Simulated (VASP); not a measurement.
A run of VASP 6.6.1:

INCAR

```
SYSTEM = Mg2O5
  ALGO = Normal
  EDIFF = 1E-6
  ENCUT = 520
  GGA = PE
  ISIF = 2
  ISMEAR = -1
  LASPH = .True.
  LCHARG = .False.
  LREAL = .False.
  LWAVE = .False.
  NBANDS = 47
  NELM = 80
  PREC = Accurate
  SIGMA = 0.06122561905347299
```

Contents of KPOINTS:

```
k-points
0
Gamma
  7 7 7
  0 0 0
```

The input POSCAR:

```
Mg2O5
1.0
    5.1088166323      0.0000000000      0.0000000000
    0.0000000000      5.1088166323      0.0000000000
    0.0000000000      0.0000000000      5.1088166323
Mg O
4 10
Direct
    0.0000000000      0.0000000000      0.0000000000
    0.5000000000      0.5000000000      0.0000000000
    0.5000000000      0.0000000000      0.5000000000
    0.0000000000      0.5000000000      0.5000000000
    0.5000000000      0.0000000000      0.0000000000
    0.0000000000      0.5000000000      0.0000000000
    0.0000000000      0.0000000000      0.5000000000
    0.5000000000      0.5000000000      0.5000000000
    0.7500000000      0.7500000000      0.2500000000
    0.7500000000      0.2500000000      0.7500000000
    0.2500000000      0.7500000000      0.7500000000
    0.7500000000      0.2500000000      0.2500000000
    0.2500000000      0.7500000000      0.2500000000
    0.2500000000      0.2500000000      0.7500000000
```

Potentials or basis: VASP PAW PBE potentials, release 64 (Mg, O).

Run with:

```console
$ cat potpaw_PBE.64/Mg/POTCAR potpaw_PBE.64/O/POTCAR > POTCAR
$ mpirun -np 1 vasp_std > vasp.out
```

Hardware: 1 thread of AMD EPYC 9R45 96-Core Processor (Zen 5) (shared host).

**Question.** Estimate the wall time of this run.

**Answer.** It took 81 s on 1 thread of AMD EPYC 9R45 96-Core Processor (Zen 5) (shared host), peak memory 0.25 GiB. Counts: scf iterations 15, k points 20.
